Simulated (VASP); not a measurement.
# Cd: density of states with PBE

The system is Cd.

```
Cd
1.0
     4.89212    0.00000    0.00000
    -2.44606    4.23670    0.00000
     0.00000    0.00000    2.90960
Cd
3
Cartesian
  0.0000 0.0000 0.0000
  0.0000 2.8245 1.4548
  2.4461 1.4122 1.4548
```

This cell differs from its parent crystal: volume scaled by 0.85.

| Property | Result |
| --- | --- |
| Program | VASP 6.6.1 |
| Task | density of states |
| Functional | PBE |
| Potentials or basis | VASP PAW PBE potentials, release 64 (Cd) |
| Cutoff | 520 eV |
| k mesh | 7 × 7 × 10 |
| Occupations | fermi-dirac, width 0.08 eV |
| Spin | no spin polarisation |
| Dipole correction | no |
| k mesh for the DOS | 11 × 11 × 15 |
| Occupations for the DOS | tetrahedron |
| Further INCAR settings | ALGO = Normal; EDIFF = 1e-07; NBANDS = 25 |

```json
{"Valence electrons inside the program's atomic spheres": "Cd 10.32, 10.38"}
```

Levels at points of the mesh, in eV from the Fermi level:
```tsv
k point	band 16	band 17	band 18	band 19	band 20	band 21
(0.00, 0.00, 0.00)	-8.58	0.35	0.58	0.61	0.61	0.63
```

Run time: 4.7 min on 1 thread of AMD EPYC 7R13 (shared host), peak memory 0.24 GiB.
